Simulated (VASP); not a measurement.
# SiNi (WC type) (P-6m2) in VASP: further runs

SiNi (WC type) is run at these levels: PBE; tasks: single point.

Program: VASP 6.6.1. These are calculated values, not measurements. Logs are shortened: lines on timing, memory, paths and dates and some standing lists are left out, and cuts for length are marked.

## 1. The cell of the first run

The structure is hexagonal, space group P-6m2 (No. 187). The conventional cell has a = 2.386 Å, b = 2.386 Å, c = 3.455 Å, α = 90.00°, β = 90.00°, γ = 120.00°. Within 2.9 Å of Ni (site symmetry -6m2) lie 6 Si at 2.21 Å and 6 Ni at 2.39 Å. Within 2.9 Å of Si (site symmetry -6m2) lie 6 Ni at 2.21 Å and 6 Si at 2.39 Å.

## 2. Single point, PBE

INCAR reads:

```
SYSTEM = SiNi
  PREC = Accurate
  ENCUT = 520
  EDIFF = 1E-7
  ISMEAR = -1
  SIGMA = 0.08
  LREAL = .False.
  LASPH = .True.
  NELM = 100
  ALGO = Normal
  ISIF = 2
  LWAVE = .False.
  LCHARG = .False.
  GGA = PE
  NBANDS = 14
```

KPOINTS reads:

```
regular mesh
0
Gamma
  16 16 14
  0 0 0
```

POSCAR reads:

```
SiNi
1.0
    2.3857711265      0.0000000000      0.0000000000
   -1.1928855633      2.0661384032      0.0000000000
    0.0000000000      0.0000000000      3.4549377628
Ni Si
1 1
Direct
    0.0000000000      0.0000000000      0.0000000000
    0.3333333333      0.6666666667      0.5000000000
```

Potentials or basis: VASP PAW PBE potentials, release 64 (Ni, Si).

Command:

```sh
$ cat potpaw_PBE.64/Ni/POTCAR potpaw_PBE.64/Si/POTCAR > POTCAR
$ mpirun -np 1 vasp_std > vasp.out
```

OUTCAR:

```text
SYSTEM = SiNi
   PREC = Accurate
   ENCUT = 520
   EDIFF = 1E-7
   ISMEAR = -1
   LREAL = .False.
   LASPH = .True.
   NELM = 100
   ISIF = 2
   GGA = PE

 ion  position               nearest neighbor table
   1  0.000  0.000  0.000-   2 2.21   2 2.21   2 2.21   2 2.21   2 2.21   2 2.21
   2  0.333  0.667  0.500-   1 2.21   1 2.21   1 2.21   1 2.21   1 2.21   1 2.21

  LATTYP: Found a hexagonal cell.
 ALAT       =     2.3857711265
 C/A-ratio  =     1.4481430027

  Lattice vectors:

 A1 = (   2.3857711265,   0.0000000000,   0.0000000000)
 A2 = (  -1.1928855633,   2.0661384032,   0.0000000000)
 A3 = (   0.0000000000,   0.0000000000,   3.4549377628)

Analysis of symmetry for initial positions (statically):
=====================================================================
 Subroutine PRICEL returns:
 Original cell was already a primitive cell.

 Routine SETGRP: Setting up the symmetry group for a
 hexagonal supercell.

 Subroutine GETGRP returns: Found 12 space group operations
 (whereof 12 operations were pure point group operations)
 out of a pool of 24 trial point group operations.

The static configuration has the point symmetry D_3h.

Analysis of symmetry for dynamics (positions and initial velocities):
=====================================================================
 Subroutine PRICEL returns:
 Original cell was already a primitive cell.

 Routine SETGRP: Setting up the symmetry group for a
 hexagonal supercell.

 Subroutine GETGRP returns: Found 12 space group operations
 (whereof 12 operations were pure point group operations)
 out of a pool of 24 trial point group operations.

The dynamic configuration has the point symmetry D_3h.

 Subroutine INISYM returns: Found 12 space group operations
 (whereof 12 operations are pure point group operations),
 and found     1 'primitive' translations

----------------------------------------------------------------------------------------

                                     Primitive cell

  volume of cell :      17.0305

  direct lattice vectors                    reciprocal lattice vectors
     2.385771126  0.000000000  0.000000000     0.419151690  0.241997341  0.000000000
    -1.192885563  2.066138403  0.000000000     0.000000000  0.483994682  0.000000000
     0.000000000  0.000000000  3.454937763     0.000000000  0.000000000  0.289440814

  length of vectors
     2.385771126  2.385771127  3.454937763     0.483994682  0.483994682  0.289440814

  position of ions in fractional coordinates (direct lattice)
     0.000000000  0.000000000  0.000000000
     0.333333333  0.666666667  0.500000000

  ion indices of the primitive-cell ions
   primitive index   ion index
                 1           1
                 2           2

----------------------------------------------------------------------------------------

 KPOINTS: regular mesh

Automatic generation of k-mesh.
 Grid dimensions read from file:
 generate k-points for:   16   16   14

 Generating k-lattice:

  Cartesian coordinates                     Fractional coordinates (reciprocal lattice)
     0.026196981  0.015124834  0.000000000     0.062500000  0.000000000  0.000000000
     0.000000000  0.030249668  0.000000000     0.000000000  0.062500000  0.000000000
     0.000000000  0.000000000  0.020674344     0.000000000  0.000000000  0.071428571

  Length of vectors
     0.030249668  0.030249668  0.020674344

  Shift w.r.t. Gamma in fractional coordinates (k-lattice)
     0.000000000  0.000000000  0.000000000

 Subroutine IBZKPT returns following result:
 ===========================================

 Found    240 irreducible k-points:

 Following reciprocal coordinates:
            Coordinates               Weight
  0.000000  0.000000  0.000000      1.000000
  0.062500  0.000000  0.000000      6.000000
  0.125000  0.000000  0.000000      6.000000
  0.187500  0.000000  0.000000      6.000000
  0.250000  0.000000  0.000000      6.000000
  0.312500  0.000000  0.000000      6.000000
[... 16 lines left out ...]
  0.187500  0.187500  0.000000      6.000000
  0.250000  0.187500  0.000000     12.000000
 [... further k-points ...]
   k-points           NKPTS =    240   k-points in BZ     NKDIM =    240   number of bands    NBANDS=     14
   number of dos      NEDOS =    301   number of ions     NIONS =      2
   total plane-waves  NPLWV =   9072
   dimension x,y,z NGX =    18 NGY =   18 NGZ =   28
   dimension x,y,z NGXF=    36 NGYF=   36 NGZF=   56
   ions per type =               1   1
   NGX,Y,Z   is equivalent  to a cutoff of  12.54, 12.54, 13.47 a.u.
   NGXF,Y,Z  is equivalent  to a cutoff of  25.09, 25.09, 26.95 a.u.
 SYSTEM =  SiNi
   PREC   = accura    normal or accurate (medium, high low for compatibility)
   ISTART =      0    job   : 0-new  1-cont  2-samecut
   ICHARG =      2    charge: 1-file 2-atom 10-const
   ISPIN  =      1    spin polarized calculation?
   LNONCOLLINEAR =      F non collinear calculations
   LSORBIT =      F    spin-orbit coupling
   LASPH  =      T    aspherical Exc in radial PAW
   ENCUT  =  520.0 eV  38.22 Ry    6.18 a.u.   4.44  4.44  6.42*2*pi/ulx,y,z
   NELM   =    100;   NELMIN=  2; NELMDL= -5     # of ELM steps
   EDIFF  = 0.1E-06   stopping-criterion for ELM
   LREAL  =      F    real-space projection
   EDIFFG = 0.1E-05   stopping-criterion for IOM
   NSW    =      0    number of steps for IOM
   IBRION =     -1    ionic relax: 0-MD 1-quasi-New 2-CG
   NFREE  =      0    steps in history (QN), initial steepest desc. (CG)
   ISIF   =      2    stress and relaxation
   ISYM   =      2    0-nonsym 1-usesym 2-fastsym
   POTIM  = 0.5000    time-step for ionic-motion
   TEBEG  =    0.0;   TEEND  =   0.0 temperature during run
   PSTRESS=    0.0 pullay stress
   NELECT =      14.0000    total number of electrons
   NUPDOWN=      -1.0000    fix difference up-down
   EMIN   =  10.00;   EMAX   =-10.00  energy-range for DOS
   EFERMI =   0.00;   METHOD = LEGACY
   ISMEAR =    -1;   SIGMA  =   0.08  broadening in eV -4-tet -1-fermi 0-gaus
   EFERMI_NEDOS =   21; number of points for ismear=-14 and -15
   IALGO  =     38    algorithm
   IMIX   =      4    mixing-type and parameters
     AMIX     =   0.40;   BMIX     =  1.00
     AMIX_MAG =   1.60;   BMIX_MAG =  1.00
  volume/ion in A,a.u.               =       8.52        57.46
  Fermi-wavevector in a.u.,A,eV,Ry     =   1.533586  2.898057 31.999338  2.351885
  Thomas-Fermi vector in A             =   2.640632
   LORBIT       =      0    0 simple, 1 ext, 2 COOP (PROOUT), +10 PAW based schemes
   GGA     = PE    functional components
   LHFCALC =     F    Hartree Fock is set to
   AEXX    =    0.0000 exact exchange contribution
   IVDW    =     0    specifies the selected vdW correction
   LEPSILON=     F    determine dielectric tensor
   LRPA    =     F    only Hartree local field effects (RPA)
 non-spin polarized calculation
  energy-cutoff  :      520.00
  volume of cell :       17.03
 maximum number of plane-waves:       475
 NGX is ok and might be reduce to    18
   NGX =  9   NGY =  9   NGZ = 13

 number of electron      14.0000004 magnetization

 Free energy of the ion-electron system (eV)
  ---------------------------------------------------
  ext. energy  EPLUGINS =         0.00000000
  ---------------------------------------------------
  free energy    TOTEN  =        -9.87843103 eV

  energy without entropy =       -9.86836422  energy(sigma->0) =       -9.87339763

 E-fermi :  16.8931     XC(G=0): -14.1085

 val. band max:       16.8843506457   @ k =   0.3125   0.1250   0.0000
 cond. band min:      16.9025183015   @ k =   0.2500   0.2500   0.0000
 fundamental gap:      0.0181676558
 Fermi energy:        16.8931245762

 k-point     1 :       0.0000    0.0000    0.0000
  band No.  band energies     occupation
      1      -0.4653      2.00000
      2       9.8903      2.00000
      3      11.1821      2.00000
      4      13.2010      2.00000
      5      13.2010      2.00000
      6      14.1345      2.00000
      7      14.1345      2.00000
      8      18.6784      0.00000
      9      29.6802      0.00000
     10      29.6802      0.00000
     11      31.6808      0.00000
     12      31.6808      0.00000
     13      34.2985      0.00000
     14      37.7507      0.00000

 k-point     2 :       0.0625    0.0000    0.0000
  band No.  band energies     occupation
      1      -0.3304      2.00000
      2       9.9872      2.00000
      3      11.1162      2.00000
      4      13.1217      2.00000
      5      13.2739      2.00000
      6      14.1110      2.00000
      7      14.2948      2.00000
      8      18.7104      0.00000
      9      27.9751      0.00000
     10      28.7855      0.00000
     11      31.5268      0.00000
     12      32.7721      0.00000
     13      35.4013      0.00000
     14      37.0614      0.00000

 k-point     3 :       0.1250    0.0000    0.0000
  band No.  band energies     occupation
      1       0.0719      2.00000
      2      10.2565      2.00000
      3      10.9565      2.00000
      4      12.9022      2.00000
      5      13.4858      2.00000
      6      14.0446      2.00000
      7      14.7361      2.00000
      8      18.8025      0.00000
      9      25.2287      0.00000
     10      27.4801      0.00000
     11      30.7738      0.00000
     12      34.6624      0.00000
     13      34.8744      0.00000
     14      36.9870      0.00000

 k-point     4 :       0.1875    0.0000    0.0000
  band No.  band energies     occupation
      1       0.7345      2.00000
      2      10.6251      2.00000
      3      10.7698      2.00000
      4      12.5903      2.00000
      5      13.8169      2.00000
      6      13.9460      2.00000
      7      15.3872      2.00000
      8      18.9253      0.00000
      9      22.5771      0.00000
     10      26.2830      0.00000
     11      29.8949      0.00000
     12      32.4856      0.00000
     13      36.8143      0.00000
     14      37.0586      0.00000

 k-point     5 :       0.2500    0.0000    0.0000
  band No.  band energies     occupation
      1       1.6455      2.00000
      2      10.5999      2.00000
      3      10.9445      2.00000
      4      12.2378      2.00000
      5      13.8311      2.00000
      6      14.2323      2.00000
      7      16.1943      1.99968
      8      18.8156      0.00000
      9      20.5769      0.00000
     10      25.2495      0.00000
     11      29.0785      0.00000
[... 276 lines left out ...]
 k-point    22 :       0.4375    0.1250    0.0000
  band No.  band energies     occupation
      1       7.0194      2.00000
      2       8.4278      2.00000
      3      10.4887      2.00000
      4      11.0636      2.00000
      5      13.0749      2.00000
      6      15.2622      2.00000
      7      16.4194      1.99466
      8      19.5610      0.00000
      9      20.1607      0.00000
     10      23.4692      0.00000
     11      24.2393      0.00000
     12      28.1264      0.00000
     13      31.3913      0.00000
     14      32.6208      0.00000

 k-point    23 :       0.1875    0.1875    0.0000
  band No.  band energies     occupation
      1       3.0402      2.00000
      2      10.5713      2.00000
      3      11.2096      2.00000
      4      11.8035      2.00000
      5      13.3531      2.00000
      6      14.6861      2.00000
      7      17.5819      0.00036
      8      18.4657      0.00000
      9      19.2416      0.00000
     10      21.9003      0.00000
     11      28.8333      0.00000
     12      31.7061      0.00000
     13      33.4891      0.00000
     14      34.5297      0.00000

 k-point    24 :       0.2500    0.1875    0.0000
  band No.  band energies     occupation
      1       4.2609      2.00000
      2      10.5965      2.00000
      3      10.9836      2.00000
      4      11.5318      2.00000
      5      13.0622      2.00000
      6      14.8596      2.00000
      7      17.3665      0.00537
      8      18.6522      0.00000
      9      18.6656      0.00000
     10      22.2227      0.00000
     11      27.3625      0.00000
     12      30.3642      0.00000
     13      31.9440      0.00000
     14      34.6219      0.00000

 [... further k-points ...]
[... 5 lines left out ...]
  --------------------------------------------------------------------------------------
  -------------------------------------------------------------------------------------
  Total       11.6604878     11.6604878     11.7199272     -0.0000000     -0.0000000     -0.0000000
  in kB     1096.9804412   1096.9804412   1102.5723025     -0.0000000     -0.0000000     -0.0000000
  external PRESSURE =    1098.8443950 kB  Pullay stress =       0.0000000 kB

 VOLUME and BASIS-vectors are now :
 -----------------------------------------------------------------------------
  energy-cutoff  :      520.00
  volume of cell :       17.03
      direct lattice vectors                 reciprocal lattice vectors
     2.385771126  0.000000000  0.000000000     0.419151690  0.241997341  0.000000000
    -1.192885563  2.066138403  0.000000000     0.000000000  0.483994682  0.000000000
     0.000000000  0.000000000  3.454937763     0.000000000  0.000000000  0.289440814

 POSITION                                       TOTAL-FORCE (eV/Angst)
 -----------------------------------------------------------------------------------
      0.00000      0.00000      0.00000         0.000000      0.000000      0.000000
     -0.00000      1.37743      1.72747        -0.000000      0.000000      0.000000
 -----------------------------------------------------------------------------------
    total drift:                                0.000000     -0.000000      0.000000

  FREE ENERGIE OF THE ION-ELECTRON SYSTEM (eV)
  ---------------------------------------------------
  free  energy   TOTEN  =        -9.8784310317 eV

  energy  without entropy=       -9.8683642229  energy(sigma->0) =       -9.87339763
```

Wall time 30 s (1 thread of AMD EPYC 9R45 (Zen 5), shared host); peak memory 0.14 GiB.

What came out:

| Property | Result |
| --- | --- |
| Free energy | -9.8784 eV |
| Pressure | 109.9 GPa |
| Band gap on the k mesh | zero (bands 7 and 8 overlap by 1.15 eV) |

Caveat: the cell stands under pressure.

## 3. Single point, PBE

INCAR reads:

```
ALGO = Normal
EDIFF = 1E-6
ENCUT = 520
GGA = PE
ISIF = 2
ISMEAR = -1
LASPH = T
LCHARG = F
LREAL = F
LWAVE = F
NBANDS = 14
NELM = 80
PREC = Accurate
SIGMA = 0.08
```

KPOINTS reads:

```
k-points
0
Gamma
  16 16 14
```

POSCAR reads:

```
SiNi
1.0
    2.3857777248     -0.0000000001      0.0000000000
   -1.1928888623      2.0661441175      0.0000000000
    0.0000000000      0.0000000000      3.4539142791
Ni Si
1 1
Direct
    0.0000000000      0.0000000000      0.0000000000
    0.3333333333      0.6666666667      0.5000000000
```

Potentials or basis: VASP PAW PBE potentials, release 64 (Ni, Si).

Command:

```sh
$ cat potpaw_PBE.64/Ni/POTCAR potpaw_PBE.64/Si/POTCAR > POTCAR
$ mpirun -np 1 vasp_std > vasp.out
```

Run time: 26 s. Hardware: 1 thread of AMD EPYC 9R45 (Zen 5), shared host; peak memory 0.14 GiB.

Results (log left out):

| Item | Value |
| --- | --- |
| Free energy | -9.8750 eV |
| Pressure | 110.1 GPa |
| Band gap on the k mesh | zero (bands 7 and 8 overlap by 1.15 eV) |

Stress tensor (GPa, compression positive):
```
109.83   0.00   0.00
  0.00 109.83   0.00
  0.00   0.00 110.56
```

Levels at points of the mesh, in eV from the Fermi level:
| k point | band 5 | band 6 | band 7 | band 8 | band 9 | band 10 |
| --- | --- | --- | --- | --- | --- | --- |
| (0.00, 0.00, 0.00) | -3.70 | -2.76 | -2.76 | 1.79 | 12.78 | 12.78 |
| (0.50, 0.00, 0.00) | -3.36 | -1.39 | -0.44 | 2.52 | 4.72 | 6.29 |
| (0.00, 0.00, 0.50) | -3.67 | -2.92 | -2.92 | 8.46 | 13.85 | 13.85 |
| (0.50, 0.00, 0.50) | -3.80 | -3.65 | -1.39 | -0.33 | 2.72 | 8.69 |

Caveat: the cell stands under pressure. Spin polarisation is off, so any magnetic state and its effect on volume and gap are missing.
